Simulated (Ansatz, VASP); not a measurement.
**One calculation of Hg, two programs**

File INCAR:

```
ALGO     = Normal         # electronic algorithm
EDIFF    = 1E-7           # SCF threshold, eV
ENCUT    = 520            # plane-wave cutoff, eV
GGA      = PE             # functional
ISIF     = 2              # what is computed and relaxed
ISMEAR   = -1             # smearing method
LASPH    = True           # aspherical terms in the spheres
LCHARG   = True           # write CHGCAR
LELF     = True           # ELF
LREAL    = False          # projectors in reciprocal space
LVHAR    = True         
LWAVE    = False          # write WAVECAR
NBANDS   = 19             # bands
NELM     = 100            # most SCF steps
PREC     = Accurate       # precision mode
SIGMA    = 0.02           # smearing width, eV
```

Contents of KPOINTS:

```
k-points
0
Gamma
  6 6 4
```

POSCAR

```
Hg
1.0
    3.2353744056      0.0000000000      0.0000000000
   -1.6176872028      2.8019164260      0.0000000000
    0.0000000000      0.0000000000      5.5382539435
Hg
2
Direct
    0.6666666667      0.3333333333      0.7500000000
    0.3333333333      0.6666666667      0.2500000000
```

Input for Ansatz:

```yaml
crystal:
  lattice:
    - [3.2353744056, 0.0, 0.0]
    - [-1.6176872028, 2.801916426, 0.0]
    - [0.0, 0.0, 5.5382539435]
  atoms:
    - { symbol: Hg, position: [0.6666666667, 0.3333333333, 0.75] }
    - { symbol: Hg, position: [0.3333333333, 0.6666666667, 0.25] }
kpoints:
  mp_grid: { grid: [6, 6, 4] }
hamiltonian:
  xc: pbe
scf:
  occupations: { method: fermi_dirac, width: 0.02 }
  n_extra_bands: 4
output:
  forces: true
  stress: true
  eigenvalues: true
```

Alike in both runs: task single point; functional PBE; k mesh 6 × 6 × 4; occupations fermi-dirac, width 0.02 eV; no spin polarisation.

|  | VASP | Ansatz |
| --- | --- | --- |
| version | VASP 6.6.1 | Ansatz 0.2.0 |
| potentials or method | VASP PAW PBE potentials, release 64 (Hg) | plane waves, PAW |
| plane-wave cutoff (eV) | 520 | 420 |
| valence electrons in the cell | 24 | 40 |

|  | VASP | Ansatz | Ansatz less VASP |
| --- | --- | --- | --- |
| pressure (GPa) | 2.3 | 2.0 | -0.22 |
| traceless stress, the component that is largest in VASP (GPa) | 1.84 | 1.89 | +0.055 |

VASP's potentials hold 24 valence electrons a cell and Ansatz's 40, so a difference there can come from the potentials and not from the codes.

The k mesh is coarse, so the values compare programs but aren't converged. Neither program's run includes spin-orbit coupling.
